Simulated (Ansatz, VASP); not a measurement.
**TaN: VASP beside Ansatz**

File INCAR:

```
PREC     = Accurate       # precision mode
ENCUT    = 600            # plane-wave cutoff, eV
EDIFF    = 1E-6           # SCF threshold, eV
ISMEAR   = -1             # smearing method
SIGMA    = 0.01           # smearing width, eV
LREAL    = False          # projectors in reciprocal space
LASPH    = True           # aspherical terms in the spheres
NELM     = 120            # most SCF steps
ALGO     = Normal         # electronic algorithm
ISIF     = 2              # what is computed and relaxed
LWAVE    = False          # write WAVECAR
LCHARG   = False          # write CHGCAR
GGA      = PE             # functional
NBANDS   = 24             # bands
GGA_COMPAT= False
```

The input KPOINTS:

```
regular mesh
0
Gamma
  9 9 5
```

POSCAR

```
TaN
1.0
    3.0500010905      0.0000000000      0.0000000000
   -1.5250005453      2.6413784260      0.0000000000
    0.0000000000      0.0000000000      4.9894000000
Ta N
2 2
Direct
    0.3333333333      0.6666666667      0.0000000000
    0.6666666667      0.3333333333      0.5000000000
    0.3333333333      0.6666666667      0.3850000000
    0.6666666667      0.3333333333      0.8850000000
```

Input for Ansatz:

```yaml
crystal:
  lattice:
    - [3.0500010905, 0.0, 0.0]
    - [-1.5250005453, 2.641378426, 0.0]
    - [0.0, 0.0, 4.9894]
  atoms:
    - { symbol: Ta, position: [0.3333333333, 0.6666666667, 0.0] }
    - { symbol: Ta, position: [0.6666666667, 0.3333333333, 0.5] }
    - { symbol: "N", position: [0.3333333333, 0.6666666667, 0.385] }
    - { symbol: "N", position: [0.6666666667, 0.3333333333, 0.885] }
kpoints:
  mp_grid: { grid: [9, 9, 5] }
  band_path:
    path:
      - [0.0, 0.0, 0.0]
      - [0.5, 0.0, 0.0]
      - [0.3333333333, 0.3333333333, 0.0]
      - [0.0, 0.0, 0.0]
      - [0.0, 0.0, 0.5]
      - [0.5, 0.0, 0.5]
      - [0.3333333333, 0.3333333333, 0.5]
      - [0.0, 0.0, 0.5]
      - [0.5, 0.0, 0.5]
    npoints: 5
scf:
  occupations: { method: fermi_dirac, width: 0.01 }
hamiltonian:
  xc: pbe
  pseudopotentials: { kind: all_electron, lapw: { basis_error: 0.001 } }
output:
  forces: true
  stress: true
  eigenvalues: true
```

Change from the starting cell: zz strain of +1 %.

Alike in both runs: task single point; functional PBE; k mesh 9 × 9 × 5; occupations fermi-dirac, width 0.01 eV; no spin polarisation.

|  | VASP | Ansatz |
| --- | --- | --- |
| version | VASP 6.6.1 | Ansatz 0.2.0 |
| potentials or method | VASP PAW PBE potentials, release 64 (Ta_pv, N), cutoff 600 eV | all-electron LAPW, scalar-relativistic |

|  | VASP | Ansatz | Ansatz less VASP |
| --- | --- | --- | --- |
| pressure (GPa) | 133.7 | 128.6 | -5.07 |
| traceless stress, the component that is largest in VASP (GPa) | -19.81 | -19.02 | +0.795 |
| rms of the force components (eV/Å) | 1.644 | 1.605 | -0.0397 |

Atom by atom the forces differ by 0.040 eV/Å (rms over components). Both programs put the cell under a high pressure, so it lies far from rest at this level. Ansatz ran all-electron here, and VASP with PAW potentials.

Neither program's run includes spin-orbit coupling. Noted on VASP's run: the cell as given lies far from equilibrium.
